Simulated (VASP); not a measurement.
GaP, 2 atoms in the cell. It takes space group F-43m (No. 216, cubic). Conventional cell: a = 5.451 Å, b = 5.451 Å, c = 5.451 Å, α = 90.00°, β = 90.00°, γ = 90.00°. Ga (site symmetry -43m) has 4 P at 2.36 Å within 3.1 Å. Within 3.1 Å of P (site symmetry -43m) lie 4 Ga at 2.36 Å. 

| Property | Result |
| --- | --- |
| Program | VASP 6.6.1 |
| Task | single point |
| Functional | r2SCAN |
| Potentials or basis | VASP PAW PBE potentials, release 64 (Ga_d, P) |
| Cutoff | 520 eV |
| k mesh | 8 × 8 × 8 |
| Occupations | gaussian, width 0.01 eV |
| Spin | no spin polarisation |
| Dipole correction | no |
| Further INCAR settings | ALGO = Normal; EDIFF = 1e-06; NBANDS = 16 |

Potentials or basis: VASP PAW PBE potentials, release 64 (Ga_d, P).

The run is started by

```console
$ cat potpaw_PBE.64/Ga_d/POTCAR potpaw_PBE.64/P/POTCAR > POTCAR
$ cp INCAR.step1 INCAR
$ mpirun -np 1 vasp_std > vasp.out
$ cp INCAR.step2 INCAR
$ mpirun -np 1 vasp_std > vasp.out
```

Hardware: 1 thread of Intel(R) Xeon(R) 6975P-C (Granite Rapids), on a shared host.

Problem. How long does it take, and how much memory?

Solution. It took 81 s on 1 thread of Intel(R) Xeon(R) 6975P-C (Granite Rapids), with other jobs on the host, peak memory 0.17 GiB. Counts: k points 29.
